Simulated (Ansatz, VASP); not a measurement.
# One calculation of Mo, two programs

The input INCAR:

```
SYSTEM = Mo
  ALGO = Normal
  EDIFF = 1E-6
  ENCUT = 500
  GGA = PE
  GGA_COMPAT = .FALSE.
  ISIF = 2
  ISMEAR = -1
  LASPH = .TRUE.
  LCHARG = .FALSE.
  LREAL = .FALSE.
  LWAVE = .FALSE.
  NBANDS = 13
  NELM = 120
  PREC = Accurate
  SIGMA = 0.03
```

The input KPOINTS:

```
k-points
0
G
  12 12 12
  0 0 0
```

POSCAR

```
Mo
1.0
    2.6048782482      0.0000000000      0.0000000000
    0.0000000000      2.6048782482      0.0000000000
    0.0000000000      0.0000000000      2.6048782482
Mo
1
Direct
    0.0000000000      0.0000000000      0.0000000000
```

Input for Ansatz:

```yaml
crystal:
  lattice:
    - [2.6048782482, 0.0, 0.0]
    - [0.0, 2.6048782482, 0.0]
    - [0.0, 0.0, 2.6048782482]
  atoms:
    - { symbol: Mo, position: [0.0, 0.0, 0.0] }
kpoints:
  mp_grid: { grid: [12, 12, 12] }
scf:
  occupations: { method: fermi_dirac, width: 0.03 }
hamiltonian:
  xc: pbe
  pseudopotentials:
    kind: all_electron
    lapw: { basis_error: 0.0005, muffin_tin_radii: { Mo: 0.98 } }
output:
  forces: true
  stress: true
  eigenvalues: true
```

Alike in both runs: task single point; functional PBE; k mesh 12 × 12 × 12; occupations fermi-dirac, width 0.03 eV; no spin polarisation.

|  | VASP | Ansatz |
| --- | --- | --- |
| version | VASP 6.6.1 | Ansatz 0.2.0 |
| potentials or method | VASP PAW PBE potentials, release 64 (Mo_sv), cutoff 500 eV | all-electron LAPW, scalar-relativistic |

Ansatz gave:

* pressure (GPa): 0.0

Problem. Estimate VASP's values.

Solution. Pressure (GPa): 0.4.

Ansatz ran all-electron here, and VASP with PAW potentials.
